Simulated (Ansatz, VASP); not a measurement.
## Two plane-wave programs on Ti

```
Ti
1.0
     3.13247    0.00000    0.00000
    -1.56624    2.71280    0.00000
     0.00000    0.00000    4.77463
Ti
2
Cartesian
  0.0000 1.8085 1.1937
  1.5662 0.9043 3.5810
```

Change from the starting cell: strain +0.080 along x and y, +0.040 along z, atoms carried along.

Alike in both runs: task single point; functional PBEsol; k mesh 24 × 24 × 14; occupations gaussian, width 0.15 eV; no spin polarisation.

```csv
,VASP,Ansatz
version,VASP 6.6.1,Ansatz 0.2.0
potentials or method,"VASP PAW PBE potentials, release 64 (Ti_sv), cutoff 520 eV","scalar-relativistic, plane waves, PAW"
valence electrons in the cell,24,24
```

Ansatz gave:

* gap on the k mesh at the Fermi level (eV): none
* pressure (GPa): -16.1
* traceless stress, the component that is largest in VASP (GPa): 1.68

**Question.** What did VASP give for the same quantities?

**Answer.** gap on the k mesh at the Fermi level (eV): none; pressure (GPa): -16.1; traceless stress, the component that is largest in VASP (GPa): 1.67.

VASP's potentials were made for PBE, not for PBEsol. A gap of «none» marks a metal or a gap that the smearing closes. The functional is the same, so the differences come from potentials, cutoffs and numerics.
